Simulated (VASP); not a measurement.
# Ge (P-6m2) in VASP: a series of runs

Runs on Ge. Level: PBEsol. Tasks: single point.

All numbers are computed with VASP 6.6.1; they aren't measurements. Logs are shortened: lines on timing, memory, paths and dates and some standing lists are left out, and cuts for length are marked.

### 1 The cell of the first run

The structure is hexagonal, space group P-6m2 (No. 187). The conventional cell has a = 4.004 Å, b = 4.004 Å, c = 14.145 Å, α = 90.00°, β = 90.00°, γ = 120.00°. Ge (site symmetry 3m) has 4 Ge at 2.45 Å within 3.2 Å. Within 3.2 Å of Ge (site symmetry 3m) lie 4 Ge at 2.45 Å. Ge (site symmetry 3m) has 3 Ge at 2.45 Å within 3.2 Å. Ge (site symmetry 3m) has 4 Ge at 2.45 to 2.47 Å within 3.2 Å.

### 2 Single point, PBEsol

File INCAR:

```
SYSTEM = Ge
PREC     = Accurate       ! precision mode
ENCUT    = 520            ! plane-wave cutoff, eV
EDIFF    = 1E-6           ! SCF threshold, eV
ISMEAR   = 0              ! smearing method
SIGMA    = 0.15           ! smearing width, eV
LREAL    = .FALSE.        ! projectors in reciprocal space
LASPH    = .TRUE.         ! aspherical terms in the spheres
NELM     = 80             ! most SCF steps
ALGO     = Normal         ! electronic algorithm
ISIF     = 2              ! what is computed and relaxed
LWAVE    = .FALSE.        ! write WAVECAR
LCHARG   = .FALSE.        ! write CHGCAR
GGA      = PS             ! functional
NBANDS   = 66             ! bands
```

File KPOINTS:

```
Automatic mesh
0
G
  11 11 3
  0 0 0
```

File POSCAR:

```
Ge
1.0
   -2.0020822485     -3.4677081753      0.0000000000
    2.0020822485     -3.4677081753      0.0000000000
    0.0000000000      0.0000000000     14.1450496104
Ge
8
Direct
    0.0000000000      0.0000000000      0.1457216611
    0.0000000000      0.0000000000      0.3189302833
    0.0000000000      0.0000000000      0.6103736055
    0.0000000000      0.0000000000      0.7835822277
    0.6666666667      0.6666666667      0.0874839556
    0.3333333333      0.3333333333      0.3771679888
    0.3333333333      0.3333333333      0.5521359000
    0.6666666667      0.6666666667      0.8418199332
```

Potentials or basis: VASP PAW PBE potentials, release 64 (Ge_d).

Command:

```sh
cat potpaw_PBE.64/Ge_d/POTCAR > POTCAR
mpirun -np 1 vasp_std > vasp.out
```

OUTCAR:

```text
SYSTEM = Ge
   PREC = Accurate
   ENCUT = 520
   EDIFF = 1E-6
   ISMEAR = 0
   LREAL = .FALSE.
   LASPH = .TRUE.
   NELM = 80
   ISIF = 2
   GGA = PS

 ion  position               nearest neighbor table
   1  0.000  0.000  0.146-   2 2.45   5 2.45   5 2.45   5 2.45
   2  0.000  0.000  0.319-   1 2.45   6 2.45   6 2.45   6 2.45
   3  0.000  0.000  0.610-   4 2.45   7 2.45   7 2.45   7 2.45
   4  0.000  0.000  0.784-   3 2.45   8 2.45   8 2.45   8 2.45
   5  0.667  0.667  0.087-   1 2.45   1 2.45   1 2.45
   6  0.333  0.333  0.377-   2 2.45   2 2.45   2 2.45   7 2.47
   7  0.333  0.333  0.552-   3 2.45   3 2.45   3 2.45   6 2.47
   8  0.667  0.667  0.842-   4 2.45   4 2.45   4 2.45

  LATTYP: Found a hexagonal cell.
 ALAT       =     4.0041644970
 C/A-ratio  =     3.5325845432

  Lattice vectors:

 A1 = (  -2.0020822485,   3.4677081753,   0.0000000000)
 A2 = (  -2.0020822485,  -3.4677081753,   0.0000000000)
 A3 = (   0.0000000000,   0.0000000000,  14.1450496104)

Analysis of symmetry for initial positions (statically):
=====================================================================
 Subroutine PRICEL returns:
 Original cell was already a primitive cell.

 Routine SETGRP: Setting up the symmetry group for a
 hexagonal supercell.

 Subroutine GETGRP returns: Found 12 space group operations
 (whereof  6 operations were pure point group operations)
 out of a pool of 24 trial point group operations.

The static configuration has the point symmetry C_3v.
 The point group associated with its full space group is D_3h.

Analysis of symmetry for dynamics (positions and initial velocities):
=====================================================================
 Subroutine PRICEL returns:
 Original cell was already a primitive cell.

 Routine SETGRP: Setting up the symmetry group for a
 hexagonal supercell.

 Subroutine GETGRP returns: Found 12 space group operations
 (whereof  6 operations were pure point group operations)
 out of a pool of 24 trial point group operations.

The dynamic configuration has the point symmetry C_3v.
 The point group associated with its full space group is D_3h.

 Subroutine INISYM returns: Found 12 space group operations
 (whereof  6 operations are pure point group operations),
 and found     1 'primitive' translations

----------------------------------------------------------------------------------------

[... 104 lines left out ...]
   EDIFF  = 0.1E-05   stopping-criterion for ELM
   LREAL  =      F    real-space projection
   EDIFFG = 0.1E-04   stopping-criterion for IOM
   NSW    =      0    number of steps for IOM
   IBRION =     -1    ionic relax: 0-MD 1-quasi-New 2-CG
   NFREE  =      0    steps in history (QN), initial steepest desc. (CG)
   ISIF   =      2    stress and relaxation
   ISYM   =      2    0-nonsym 1-usesym 2-fastsym
   POTIM  = 0.5000    time-step for ionic-motion
   TEBEG  =    0.0;   TEEND  =   0.0 temperature during run
   PSTRESS=    0.0 pullay stress
   NELECT =     112.0000    total number of electrons
   NUPDOWN=      -1.0000    fix difference up-down
   EMIN   =  10.00;   EMAX   =-10.00  energy-range for DOS
   EFERMI =   0.00;   METHOD = LEGACY
   ISMEAR =     0;   SIGMA  =   0.15  broadening in eV -4-tet -1-fermi 0-gaus
   EFERMI_NEDOS =   21; number of points for ismear=-14 and -15
   IALGO  =     38    algorithm
   IMIX   =      4    mixing-type and parameters
     AMIX     =   0.40;   BMIX     =  1.00
     AMIX_MAG =   1.60;   BMIX_MAG =  1.00
  volume/ion in A,a.u.               =      24.55       165.68
  Fermi-wavevector in a.u.,A,eV,Ry     =   1.357567  2.565429 25.075367  1.842988
  Thomas-Fermi vector in A             =   2.484474
   LORBIT       =      0    0 simple, 1 ext, 2 COOP (PROOUT), +10 PAW based schemes
   GGA     = PS    functional components
   LHFCALC =     F    Hartree Fock is set to
   AEXX    =    0.0000 exact exchange contribution
   IVDW    =     0    specifies the selected vdW correction
   LEPSILON=     F    determine dielectric tensor
   LRPA    =     F    only Hartree local field effects (RPA)
 non-spin polarized calculation
 Gauss-broadening in eV      SIGMA  =   0.15
  energy-cutoff  :      520.00
  volume of cell :      196.41
 maximum number of plane-waves:      5318
 NGX is ok and might be reduce to    30
   NGX = 15   NGY = 15   NGZ = 53

 number of electron     112.0000090 magnetization

 Free energy of the ion-electron system (eV)
  ---------------------------------------------------
  ext. energy  EPLUGINS =         0.00000000
  ---------------------------------------------------
  free energy    TOTEN  =       -38.29940577 eV

  energy without entropy =      -38.28756259  energy(sigma->0) =      -38.29348418

 E-fermi :   3.9696     XC(G=0):  -9.7075

 val. band max:        3.9622800834   @ k =   0.1818   0.0909   0.0000
 cond. band min:       3.9857839799   @ k =  -0.4545   0.0909   0.0000
 fundamental gap:      0.0235038965
 Fermi energy:         3.9696044973

 k-point     1 :       0.0000    0.0000    0.0000
  band No.  band energies     occupation
      1     -20.7457      2.00000
      2     -20.7457      2.00000
      3     -20.7285      2.00000
      4     -20.7285      2.00000
      5     -20.7076      2.00000
      6     -20.6850      2.00000
[... 1645 lines left out ...]
     65       8.2165      0.00000
     66       8.5175      0.00000

 [... further k-points ...]
[... 5 lines left out ...]
  --------------------------------------------------------------------------------------
  -------------------------------------------------------------------------------------
  Total        0.1349101      0.1349101     -3.6877075      0.0000000      0.0000000      0.0000000
  in kB        1.1005156      1.1005156    -30.0820977      0.0000000      0.0000000      0.0000000
  external PRESSURE =      -9.2936888 kB  Pullay stress =       0.0000000 kB

 VOLUME and BASIS-vectors are now :
 -----------------------------------------------------------------------------
  energy-cutoff  :      520.00
  volume of cell :      196.41
      direct lattice vectors                 reciprocal lattice vectors
    -2.002082248 -3.467708175  0.000000000    -0.249739990 -0.144187450  0.000000000
     2.002082248 -3.467708175  0.000000000     0.249739990 -0.144187450  0.000000000
     0.000000000  0.000000000 14.145049610     0.000000000  0.000000000  0.070696111

 POSITION                                       TOTAL-FORCE (eV/Angst)
 -----------------------------------------------------------------------------------
      0.00000      0.00000      2.06124         0.000000      0.000000     -0.361313
      0.00000      0.00000      4.51128        -0.000000      0.000000      0.074842
      0.00000      0.00000      8.63376         0.000000     -0.000000     -0.074842
      0.00000      0.00000     11.08381         0.000000      0.000000      0.361313
      0.00000     -4.62361      1.23746         0.000000     -0.000000     -0.934863
      0.00000     -2.31181      5.33506        -0.000000      0.000000     -0.048866
      0.00000     -2.31181      7.80999        -0.000000      0.000000      0.048866
      0.00000     -4.62361     11.90758        -0.000000     -0.000000      0.934863
 -----------------------------------------------------------------------------------
    total drift:                               -0.000000     -0.000000     -0.000231

  FREE ENERGIE OF THE ION-ELECTRON SYSTEM (eV)
  ---------------------------------------------------
  free  energy   TOTEN  =       -38.2994057679 eV

  energy  without entropy=      -38.2875625855  energy(sigma->0) =      -38.29348418
```

stdout:

```text
POSCAR found type information on POSCAR Ge
 POSCAR found :  1 types and       8 ions
 scaLAPACK will be used
 -----------------------------------------------------------------------------
|                                                                             |
|                                                                             |
|     You enforced a specific xc type in the INCAR file but a different       |
|     I HOPE YOU KNOW WHAT YOU ARE DOING!                                     |
|                                                                             |
 -----------------------------------------------------------------------------

 LDA part: xc-table for (Slater+PW92), standard interpolation
 POSCAR, INCAR and KPOINTS ok, starting setup
 FFT: planning ... GRIDC
 FFT: planning ... GRID_SOFT
 FFT: planning ... GRID
 WAVECAR not read
 entering main loop
```

Run time: 18 min. Hardware: 1 thread of Oxide Virtual Turin-like, shared host; peak memory 0.42 GiB.

What came out:

```
Free energy            : -38.2994 eV
Pressure               : -0.9 GPa
Largest force          : 0.935 eV/Å
Band gap on the k mesh : zero (band 56 reaches 4.14 eV, above the bottom of band 57 at 3.62 eV)
```

Forces in eV/Å, atoms in the order of the input:
```
Ge   0.000  0.000 -0.361
Ge   0.000  0.000  0.075
Ge   0.000  0.000 -0.075
Ge   0.000  0.000  0.361
Ge   0.000  0.000 -0.935
Ge   0.000  0.000 -0.049
Ge   0.000  0.000  0.049
Ge   0.000  0.000  0.935
```

Levels at points of the mesh, in eV from the Fermi level:
| k point | band 54 | band 55 | band 56 | band 57 | band 58 | band 59 |
| --- | --- | --- | --- | --- | --- | --- |
| (0.00, 0.00, 0.00) | -0.39 | 0.08 | 0.08 | 0.12 | 0.27 | 0.79 |

Caveat: the PAW data sets were made with another functional, which shifts forces and pressure a little.

### 3 Single point, PBEsol

This run uses another cell than the first one, of 25.42 Å³/atom, 1.035 times its volume.

File INCAR:

```
SYSTEM = Ge
ALGO = Normal ; EDIFF = 1E-7
ENCUT = 520 ; GGA = PS
ISIF = 2 ; ISMEAR = 0
LASPH = .True. ; LCHARG = .True.
LELF = .True. ; LREAL = .False.
LVHAR = .True. ; LWAVE = .False.
NBANDS = 66 ; NELM = 80
PREC = Accurate ; SIGMA = 0.15
```

File KPOINTS:

```
k-points
0
Gamma
  11 11 3
  0 0 0
```

File POSCAR:

```
Ge
1.0
   -2.0020822485     -3.4677081753      0.0000000000
    2.0020822485     -3.4677081753      0.0000000000
    0.0000000000      0.0000000000     14.6450496104
Ge
8
Direct
    0.0000000000      0.0000000000      0.1407465444
    0.0000000000      0.0000000000      0.3080416113
    0.0000000000      0.0000000000      0.5895347002
    0.0000000000      0.0000000000      0.7568297670
    0.6666666667      0.6666666667      0.0844971458
    0.3333333333      0.3333333333      0.3642910099
    0.3333333333      0.3333333333      0.5332853015
    0.6666666667      0.6666666667      0.8130791657
```

Potentials or basis: VASP PAW PBE potentials, release 64 (Ge_d).

Command:

```sh
cat potpaw_PBE.64/Ge_d/POTCAR > POTCAR
mpirun -np 1 vasp_std > vasp.out
```

Run time: 20 min. Hardware: 1 thread of Oxide Virtual Turin-like, shared host; peak memory 0.44 GiB.

Results (log left out):

```
Free energy            : -37.8138 eV
Pressure               : -0.5 GPa
Largest force          : 0.564 eV/Å
Band gap on the k mesh : zero (band 56 reaches 3.85 eV, above the bottom of band 57 at 3.09 eV)
```

Forces on the atoms (eV/Å):
```
Ge   0.000  0.000 -0.368
Ge   0.000  0.000  0.088
Ge   0.000  0.000 -0.088
Ge   0.000  0.000  0.368
Ge   0.000  0.000 -0.564
Ge   0.000  0.000 -0.049
Ge   0.000  0.000  0.049
Ge   0.000  0.000  0.564
```

Stress tensor (GPa, compression positive):
```
 0.10  0.00  0.00
 0.00  0.10  0.00
 0.00  0.00 -1.70
```

Levels at points of the mesh, in eV from the Fermi level:
```csv
k point,band 53,band 54,band 55,band 56,band 57,band 58,band 59,band 60
"(0.00, 0.00, 0.00)",-0.22,-0.22,0.17,0.17,0.27,0.43,0.88,1.11
```

Caveat: the PAW data sets were made with another functional, which shifts forces and pressure a little.
